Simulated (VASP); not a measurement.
# CdS (Fm-3m) in VASP: settings compared

CdS is run at these levels: pbe exchange, pbesol correlation, PBE, revPBE, PBE-based screened hybrid with 25 % exact exchange; tasks: single point, relaxation of cell and atoms.

Everything below comes from runs of VASP 6.6.1. Logs are shortened: lines on timing, memory, paths and dates and some standing lists are left out, and cuts for length are marked.

### Step 1. The cell of the first run

It takes space group Fm-3m (No. 225, cubic). The conventional cell has a = 5.506 Å, b = 5.506 Å, c = 5.506 Å, α = 90.00°, β = 90.00°, γ = 90.00°. Within 3.6 Å of Cd (site symmetry m-3m) lie 6 S at 2.75 Å. S (site symmetry m-3m) has 6 Cd at 2.75 Å within 3.6 Å.

### Step 2. Single point, pbe exchange, pbesol correlation

Contents of INCAR:

```
ALGO     = Normal         # electronic algorithm
EDIFF    = 1E-6           # SCF threshold, eV
ENCUT    = 500            # plane-wave cutoff, eV
GGA      = LIBXC          # functional
GGA_COMPAT= False        
ISIF     = 2              # what is computed and relaxed
ISMEAR   = 1              # smearing method
LASPH    = True           # aspherical terms in the spheres
LCHARG   = False          # write CHGCAR
LIBXC1   = GGA_X_PBE    
LIBXC2   = GGA_C_PBE_SOL
LREAL    = False          # projectors in reciprocal space
LWAVE    = False          # write WAVECAR
NBANDS   = 16             # bands
NELM     = 120            # most SCF steps
PREC     = Accurate       # precision mode
SIGMA    = 0.025          # smearing width, eV
```

Contents of KPOINTS:

```
k-points
0
Gamma
  8 8 8
```

Contents of POSCAR:

```
CdS
1.0
    0.0000000000      2.7532440000      2.7532440000
    2.7532440000      0.0000000000      2.7532440000
    2.7532440000      2.7532440000      0.0000000000
Cd S
1 1
Direct
    0.0000000000      0.0000000000      0.0000000000
    0.5000000000      0.5000000000      0.5000000000
```

Potentials or basis: VASP PAW PBE potentials, release 64 (Cd, S).

Run with:

```
> cat potpaw_PBE.64/Cd/POTCAR potpaw_PBE.64/S/POTCAR > POTCAR
> mpirun -np 1 vasp_std > vasp.out
```

OUTCAR:

```text
EDIFF = 1E-6
   ENCUT = 500
   GGA = LIBXC
   ISIF = 2
   ISMEAR = 1
   LASPH = True
   LREAL = False
   NELM = 120
   PREC = Accurate

 ion  position               nearest neighbor table
   1  0.000  0.000  0.000-   2 2.75   2 2.75   2 2.75   2 2.75   2 2.75   2 2.75
   2  0.500  0.500  0.500-   1 2.75   1 2.75   1 2.75   1 2.75   1 2.75   1 2.75

  LATTYP: Found a face centered cubic cell.
 ALAT       =     5.5064880000

  Lattice vectors:

 A1 = (   0.0000000000,   2.7532440000,   2.7532440000)
 A2 = (   2.7532440000,   0.0000000000,   2.7532440000)
 A3 = (   2.7532440000,   2.7532440000,   0.0000000000)

Analysis of symmetry for initial positions (statically):
=====================================================================
 Subroutine PRICEL returns:
 Original cell was already a primitive cell.

 Routine SETGRP: Setting up the symmetry group for a
 face centered cubic supercell.

 Subroutine GETGRP returns: Found 48 space group operations
 (whereof 48 operations were pure point group operations)
 out of a pool of 48 trial point group operations.

The static configuration has the point symmetry O_h .

Analysis of symmetry for dynamics (positions and initial velocities):
=====================================================================
 Subroutine PRICEL returns:
 Original cell was already a primitive cell.

 Routine SETGRP: Setting up the symmetry group for a
 face centered cubic supercell.

 Subroutine GETGRP returns: Found 48 space group operations
 (whereof 48 operations were pure point group operations)
 out of a pool of 48 trial point group operations.

The dynamic configuration has the point symmetry O_h .

 Subroutine INISYM returns: Found 48 space group operations
 (whereof 48 operations are pure point group operations),
 and found     1 'primitive' translations

----------------------------------------------------------------------------------------

                                     Primitive cell

  volume of cell :      41.7411

  direct lattice vectors                    reciprocal lattice vectors
     0.000000000  2.753244000  2.753244000    -0.181603955  0.181603955  0.181603955
     2.753244000  0.000000000  2.753244000     0.181603955 -0.181603955  0.181603955
     2.753244000  2.753244000  0.000000000     0.181603955  0.181603955 -0.181603955

  length of vectors
     3.893675005  3.893675005  3.893675005     0.314547277  0.314547277  0.314547277

  position of ions in fractional coordinates (direct lattice)
     0.000000000  0.000000000  0.000000000
     0.500000000  0.500000000  0.500000000

  ion indices of the primitive-cell ions
   primitive index   ion index
                 1           1
                 2           2

----------------------------------------------------------------------------------------

 KPOINTS: k-points

Automatic generation of k-mesh.
 Grid dimensions read from file:
 generate k-points for:    8    8    8

 Generating k-lattice:

  Cartesian coordinates                     Fractional coordinates (reciprocal lattice)
    -0.022700494  0.022700494  0.022700494     0.125000000  0.000000000  0.000000000
     0.022700494 -0.022700494  0.022700494     0.000000000  0.125000000  0.000000000
     0.022700494  0.022700494 -0.022700494     0.000000000  0.000000000  0.125000000

  Length of vectors
     0.039318410  0.039318410  0.039318410

  Shift w.r.t. Gamma in fractional coordinates (k-lattice)
     0.000000000  0.000000000  0.000000000

 Subroutine IBZKPT returns following result:
 ===========================================

 Found     29 irreducible k-points:

 Following reciprocal coordinates:
            Coordinates               Weight
  0.000000  0.000000  0.000000      1.000000
  0.125000  0.000000  0.000000      8.000000
  0.250000  0.000000  0.000000      8.000000
  0.375000  0.000000  0.000000      8.000000
  0.500000  0.000000  0.000000      4.000000
  0.125000  0.125000  0.000000      6.000000
[... 16 lines left out ...]
  0.500000  0.250000  0.125000     48.000000
 -0.375000  0.250000  0.125000     24.000000
 [... further k-points ...]
   k-points           NKPTS =     29   k-points in BZ     NKDIM =     29   number of bands    NBANDS=     16
   number of dos      NEDOS =    301   number of ions     NIONS =      2
   total plane-waves  NPLWV =  21952
   dimension x,y,z NGX =    28 NGY =   28 NGZ =   28
   dimension x,y,z NGXF=    56 NGYF=   56 NGZF=   56
   ions per type =               1   1
   NGX,Y,Z   is equivalent  to a cutoff of  11.95, 11.95, 11.95 a.u.
   NGXF,Y,Z  is equivalent  to a cutoff of  23.91, 23.91, 23.91 a.u.
 SYSTEM =  unknown system
   PREC   = accura    normal or accurate (medium, high low for compatibility)
   ISTART =      0    job   : 0-new  1-cont  2-samecut
   ICHARG =      2    charge: 1-file 2-atom 10-const
   ISPIN  =      1    spin polarized calculation?
   LNONCOLLINEAR =      F non collinear calculations
   LSORBIT =      F    spin-orbit coupling
   LASPH  =      T    aspherical Exc in radial PAW
   ENCUT  =  500.0 eV  36.75 Ry    6.06 a.u.   7.10  7.10  7.10*2*pi/ulx,y,z
   NELM   =    120;   NELMIN=  2; NELMDL= -5     # of ELM steps
   EDIFF  = 0.1E-05   stopping-criterion for ELM
   LREAL  =      F    real-space projection
   EDIFFG = 0.1E-04   stopping-criterion for IOM
   NSW    =      0    number of steps for IOM
   IBRION =     -1    ionic relax: 0-MD 1-quasi-New 2-CG
   NFREE  =      0    steps in history (QN), initial steepest desc. (CG)
   ISIF   =      2    stress and relaxation
   ISYM   =      2    0-nonsym 1-usesym 2-fastsym
   POTIM  = 0.5000    time-step for ionic-motion
   TEBEG  =    0.0;   TEEND  =   0.0 temperature during run
   PSTRESS=    0.0 pullay stress
   NELECT =      18.0000    total number of electrons
   NUPDOWN=      -1.0000    fix difference up-down
   EMIN   =  10.00;   EMAX   =-10.00  energy-range for DOS
   EFERMI =   0.00;   METHOD = LEGACY
   ISMEAR =     1;   SIGMA  =   0.03  broadening in eV -4-tet -1-fermi 0-gaus
   EFERMI_NEDOS =   21; number of points for ismear=-14 and -15
   IALGO  =     38    algorithm
   IMIX   =      4    mixing-type and parameters
     AMIX     =   0.40;   BMIX     =  1.00
     AMIX_MAG =   1.60;   BMIX_MAG =  1.00
  volume/ion in A,a.u.               =      20.87       140.84
  Fermi-wavevector in a.u.,A,eV,Ry     =   1.236833  2.337275 20.813583  1.529755
  Thomas-Fermi vector in A             =   2.371425
   LORBIT       =      0    0 simple, 1 ext, 2 COOP (PROOUT), +10 PAW based schemes
   GGA     = LIBXC    functional components
   LHFCALC =     F    Hartree Fock is set to
   AEXX    =    0.0000 exact exchange contribution
   IVDW    =     0    specifies the selected vdW correction
   LEPSILON=     F    determine dielectric tensor
   LRPA    =     F    only Hartree local field effects (RPA)
 non-spin polarized calculation
 Methfessel and Paxton  Order N= 1 SIGMA  =   0.03
  energy-cutoff  :      500.00
  volume of cell :       41.74
 maximum number of plane-waves:      1068
   NGX = 15   NGY = 15   NGZ = 15

 number of electron      17.9999990 magnetization

 Free energy of the ion-electron system (eV)
  ---------------------------------------------------
  ext. energy  EPLUGINS =         0.00000000
  ---------------------------------------------------
  free energy    TOTEN  =        -5.79856452 eV

  energy without entropy =       -5.79866994  energy(sigma->0) =       -5.79859966

 E-fermi :   2.6763     XC(G=0): -10.3040

 val. band max:        2.6615470546   @ k =   0.5000   0.0000   0.0000
 cond. band min:       2.8748161531   @ k =   0.5000   0.5000   0.0000
 fundamental gap:      0.2132690986
 Fermi energy:         2.6762800035

 k-point     1 :       0.0000    0.0000    0.0000
  band No.  band energies     occupation
      1      -9.9942      2.00000
      2      -4.9534      2.00000
      3      -4.9534      2.00000
      4      -4.9531      2.00000
      5      -4.9531      2.00000
      6      -4.9531      2.00000
[... 8 lines left out ...]
     15      13.9382      0.00000
     16      13.9382      0.00000

 k-point     2 :       0.1250    0.0000    0.0000
  band No.  band energies     occupation
      1      -9.8657      2.00000
      2      -4.9970      2.00000
      3      -4.9970      2.00000
      4      -4.9662      2.00000
      5      -4.9257      2.00000
      6      -4.9257      2.00000
[... 8 lines left out ...]
     15      12.9222      0.00000
     16      13.7209      0.00000

 k-point     3 :       0.2500    0.0000    0.0000
  band No.  band energies     occupation
      1      -9.5226      2.00000
      2      -5.0991      2.00000
      3      -5.0991      2.00000
      4      -5.0148      2.00000
      5      -4.8585      2.00000
      6      -4.8585      2.00000
[... 8 lines left out ...]
     15      13.5310      0.00000
     16      13.5398      0.00000

 k-point     4 :       0.3750    0.0000    0.0000
  band No.  band energies     occupation
      1      -9.1133      2.00000
      2      -5.1970      2.00000
      3      -5.1970      2.00000
      4      -5.1094      2.00000
      5      -4.7900      2.00000
      6      -4.7900      2.00000
[... 8 lines left out ...]
     15      14.7799      0.00000
     16      14.7799      0.00000

 k-point     5 :       0.5000    0.0000    0.0000
  band No.  band energies     occupation
      1      -8.9148      2.00000
      2      -5.2364      2.00000
      3      -5.2364      2.00000
      4      -5.1748      2.00000
      5      -4.7612      2.00000
      6      -4.7612      2.00000
[... 8 lines left out ...]
     15      15.6725      0.00000
     16      15.6725      0.00000

 k-point     6 :       0.1250    0.1250    0.0000
  band No.  band energies     occupation
      1      -9.8296      2.00000
      2      -5.0429      2.00000
      3      -4.9743      2.00000
      4      -4.9384      2.00000
      5      -4.9258      2.00000
      6      -4.9258      2.00000
[... 8 lines left out ...]
     15      15.0756      0.00000
     16      15.1170      0.00000
[... 267 lines left out ...]
 k-point    21 :       0.5000    0.5000    0.0000
  band No.  band energies     occupation
      1      -9.1437      2.00000
      2      -5.0979      2.00000
      3      -4.8508      2.00000
      4      -4.6994      2.00000
      5      -4.6994      2.00000
      6      -4.0525      2.00000
[... 8 lines left out ...]
     15      17.0285      0.00000
     16      17.3091      0.00000

 k-point    22 :       0.3750    0.2500    0.1250
  band No.  band energies     occupation
      1      -9.3355      2.00000
      2      -5.1176      2.00000
      3      -5.0371      2.00000
      4      -5.0094      2.00000
      5      -4.8428      2.00000
      6      -4.7757      2.00000
[... 8 lines left out ...]
     15      15.8014      0.00000
     16      16.5366      0.00000

 k-point    23 :       0.5000    0.2500    0.1250
  band No.  band energies     occupation
      1      -9.0733      2.00000
      2      -5.1250      2.00000
      3      -5.0611      2.00000
      4      -5.0038      2.00000
      5      -4.7848      2.00000
      6      -4.6965      2.00000
[... 8 lines left out ...]
     15      16.2429      0.00000
     16      16.7627      0.00000

 k-point    24 :      -0.3750    0.2500    0.1250
  band No.  band energies     occupation
      1      -8.9577      2.00000
      2      -5.1618      2.00000
      3      -5.0336      2.00000
      4      -4.9926      2.00000
      5      -4.7510      2.00000
      6      -4.6593      2.00000
[... 8 lines left out ...]
     15      14.9189      0.00000
     16      17.0708      0.00000

 [... further k-points ...]

------------------------ aborting loop because EDIFF is reached ----------------------------------------

  FORCE on cell =-STRESS in cart. coord.  units (eV):
  Direction    XX          YY          ZZ          XY          YZ          ZX
  --------------------------------------------------------------------------------------
  -------------------------------------------------------------------------------------
  Total        0.1925658      0.1925658      0.1925658      0.0000000      0.0000000     -0.0000000
  in kB        7.3913837      7.3913837      7.3913837      0.0000000      0.0000000     -0.0000000
  external PRESSURE =       7.3913837 kB  Pullay stress =       0.0000000 kB

 VOLUME and BASIS-vectors are now :
 -----------------------------------------------------------------------------
  energy-cutoff  :      500.00
  volume of cell :       41.74
      direct lattice vectors                 reciprocal lattice vectors
     0.000000000  2.753244000  2.753244000    -0.181603955  0.181603955  0.181603955
     2.753244000  0.000000000  2.753244000     0.181603955 -0.181603955  0.181603955
     2.753244000  2.753244000  0.000000000     0.181603955  0.181603955 -0.181603955

 POSITION                                       TOTAL-FORCE (eV/Angst)
 -----------------------------------------------------------------------------------
      0.00000      0.00000      0.00000         0.000000     -0.000000     -0.000000
      2.75324      2.75324      2.75324         0.000000      0.000000      0.000000
 -----------------------------------------------------------------------------------
    total drift:                                0.000000      0.000000      0.000000

  FREE ENERGIE OF THE ION-ELECTRON SYSTEM (eV)
  ---------------------------------------------------
  free  energy   TOTEN  =        -5.7985645233 eV

  energy  without entropy=       -5.7986699416  energy(sigma->0) =       -5.79859966
```

Wall time 16 s (1 thread of Intel Xeon Platinum 8259CL at 2.50GHz (Skylake/Cascade Lake), shared host); peak memory 0.16 GiB.

What came out:

* Free energy: -5.7986 eV
* Pressure: 0.7 GPa
* Band gap on the k mesh: 0.21 eV (least direct gap 1.51 eV)

Caveat: the PAW data sets were made with another functional, which shifts forces and pressure a little. A k mesh can miss the band edges.

### Step 3. Single point, PBE

This run uses another cell than the first one, of 21.71 Å³/atom.

Contents of INCAR:

```
PREC = Accurate
ENCUT = 500
EDIFF = 1E-6
ISMEAR = -1
SIGMA = 0.05
LREAL = False
LASPH = True
NELM = 120
ALGO = Normal
ISIF = 2
LWAVE = False
LCHARG = False
GGA = PE
NBANDS = 16
GGA_COMPAT = False
```

Contents of KPOINTS:

```
regular mesh
0
Gamma
  8 8 8
```

Contents of POSCAR:

```
CdS
1.0
    0.0000000000      2.7894750496      2.7894750496
    2.7894750496      0.0000000000      2.7894750496
    2.7894750496      2.7894750496      0.0000000000
Cd S
1 1
Direct
    0.0000000000      0.0000000000      0.0000000000
    0.5000000000      0.5000000000      0.5000000000
```

Potentials or basis: VASP PAW PBE potentials, release 64 (Cd, S).

Run with:

```
> cat potpaw_PBE.64/Cd/POTCAR potpaw_PBE.64/S/POTCAR > POTCAR
> mpirun -np 1 vasp_std > vasp.out
```

It took 10 s on 1 thread of Intel Xeon 6975P-C (Granite Rapids), shared host; peak memory 0.17 GiB.

It converged, with:

```
Free energy            : -5.8625 eV
Pressure               : -2.7 GPa
Band gap on the k mesh : 0.25 eV (least direct gap 1.29 eV)
```

Levels at points of the mesh, in eV from the valence-band top:
```csv
k point,band 5,band 6,band 7,band 8,band 9,band 10,band 11,band 12,band 13,band 14
"(0.00, 0.00, 0.00)",-7.50,-7.50,-0.62,-0.62,-0.62,0.67,9.22,9.22,9.22,11.06
"(0.50, 0.00, 0.00)",-7.33,-7.33,-4.56,0.00,0.00,3.56,5.95,5.95,6.34,12.04
"(0.50, 0.50, 0.00)",-7.27,-6.70,-3.85,-1.90,-1.90,0.25,6.13,9.48,10.84,10.84
```

(Part 1 of 2 ends here.)
